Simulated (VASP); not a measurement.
Here is a VASP 6.6.1 calculation.

File INCAR:

```
SYSTEM = GaP
ALGO = Normal
EDIFF = 1E-6
ENCUT = 520
GGA = PS
ISIF = 2
ISMEAR = -1
LASPH = .TRUE.
LCHARG = .TRUE.
LELF = .TRUE.
LREAL = .FALSE.
LVHAR = .TRUE.
LWAVE = .FALSE.
NBANDS = 26
NELM = 100
PREC = Accurate
SIGMA = 0.05
```

KPOINTS

```
k-points
0
G
  8 8 8
  0 0 0
```

File POSCAR:

```
GaP
1.0
    1.9430151755      1.1218003346      6.4308101003
   -1.9430151755      1.1218003346      6.4308101003
    0.0000000000     -2.2436006692      6.4308101003
Ga P
2 2
Direct
    0.5646280000      0.5646280000      0.5646280000
    0.4353720000      0.4353720000      0.4353720000
    0.9426110000      0.9426110000      0.9426110000
    0.0573890000      0.0573890000      0.0573890000
```

Potentials or basis: VASP PAW PBE potentials, release 64 (Ga_d, P).

Run with:

```bash
$ cat potpaw_PBE.64/Ga_d/POTCAR potpaw_PBE.64/P/POTCAR > POTCAR
$ mpirun -np 1 vasp_std > vasp.out
```

(1) What does it give for the largest force?

(2) What does it give for the band gap on the k mesh?

(3) What does it give for the pressure?

Answers

(1) 0.086 eV/Å.

(2) 0.74 eV, indirect (least direct gap 1.03 eV).

(3) -2.9 GPa.

Caveat: the PAW data sets were made with another functional, which shifts forces and pressure a little.
